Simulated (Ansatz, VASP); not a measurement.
# Sc2I: VASP beside Ansatz

```
Sc I
1.0
     4.98336    0.00000    0.00000
     0.00000    4.98336    0.00000
     0.00000    0.00000    6.44242
Sc I
4 2
Direct
  0.00000 0.50000 0.25000
  0.00000 0.50000 0.75000
  0.50000 0.00000 0.25000
  0.50000 0.00000 0.75000
  0.00000 0.00000 0.00000
  0.50000 0.50000 0.50000
```

Alike in both runs: functional PBE; k mesh 8 × 8 × 6; occupations gaussian, width 0.1 eV; no spin polarisation.

Ansatz relaxed the structure, and its values are those at the end. VASP's run is a single point on that final structure, the one shown.

|  | VASP | Ansatz |
| --- | --- | --- |
| version | VASP 6.6.1 | Ansatz 0.2.0 |
| potentials or method | VASP PAW PBE potentials, release 64 (Sc_sv, I), cutoff 520 eV | scalar-relativistic, plane waves, PAW |
| valence electrons in the cell | 58 | 78 |

|  | VASP | Ansatz | Ansatz less VASP |
| --- | --- | --- | --- |
| gap on the k mesh at the Fermi level (eV) | none | none | - |
| pressure (GPa) | 0.0 | 0.0 | -0.03 |

A gap of «none» marks a metal or a gap that the smearing closes. The functional is the same, so the differences come from potentials, cutoffs and numerics. VASP's potentials hold 58 valence electrons a cell and Ansatz's 78, so a difference there can come from the potentials and not from the codes. Ansatz's warnings: structure snapped to symmetry.

Neither program's run includes spin-orbit coupling.
